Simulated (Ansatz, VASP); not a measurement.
**AgBr in VASP and in Ansatz**

File INCAR:

```
SYSTEM = AgBr
PREC     = Accurate       ! precision mode
ENCUT    = 500            ! plane-wave cutoff, eV
EDIFF    = 1E-6           ! SCF threshold, eV
ISMEAR   = 0              ! smearing method
SIGMA    = 0.01           ! smearing width, eV
LREAL    = .FALSE.        ! projectors in reciprocal space
LASPH    = .TRUE.         ! aspherical terms in the spheres
NELM     = 200            ! most SCF steps
ALGO     = Normal         ! electronic algorithm
ISIF     = 2              ! what is computed and relaxed
LWAVE    = .FALSE.        ! write WAVECAR
LCHARG   = .FALSE.        ! write CHGCAR
MAGMOM   = 0 0 0 0 0 0    ! initial moments
LORBIT   = 11             ! projections on sites
LSORBIT  = .TRUE.         ! spin-orbit coupling
GGA_COMPAT= .FALSE.      
LORBMOM  = .TRUE.       
LMAXMIX  = 4              ! l up to which the mixer works
GGA      = PE             ! functional
NBANDS   = 30             ! bands
```

The input KPOINTS:

```
regular mesh
0
G
  6 6 6
  0 0 0
```

POSCAR

```
AgBr
1.0
    4.0590050000      0.0000000000      0.0000000000
    2.0295025000      3.5152014441      0.0000000000
    2.0295025000      1.1717338147      3.3141637045
Ag Br
1 1
Direct
    0.0000000000      0.0000000000      0.0000000000
    0.5000000000      0.5000000000      0.5000000000
```

Input for Ansatz:

```yaml
crystal:
  lattice:
    a: 4.059005
    b: 4.059005
    c: 4.059005
    alpha: 60.0
    beta: 60.0
    gamma: 60.0
  atoms:
    - { symbol: Ag, position: [0.0, 0.0, 0.0] }
    - { symbol: Br, position: [0.5, 0.5, 0.5] }
basis:
  ecutwfc: 470.0
kpoints:
  mp_grid:
    grid: [6, 6, 6]
hamiltonian:
  xc: pbe
magnetization:
  noncollinear: true
  spin_orbit: true
scf:
  occupations:
    method: fixed
output:
  eigenvalues: true
```

Alike in both runs: task single point; functional PBE; k mesh 6 × 6 × 6; non-collinear spin, spin-orbit coupling.

|  | VASP | Ansatz |
| --- | --- | --- |
| version | VASP 6.6.1 | Ansatz 0.2.0 |
| potentials or method | VASP PAW PBE potentials, release 64 (Ag, Br), cutoff 500 eV | plane waves, PAW |
| occupations | gaussian, width 0.01 eV | fixed |
| valence electrons in the cell | 18 | 26 |

```csv
,VASP,Ansatz,Ansatz less VASP
net moment per atom (μB),0.00,0.00,0.000
```

VASP's potentials hold 18 valence electrons a cell and Ansatz's 26, so a difference there can come from the potentials and not from the codes.
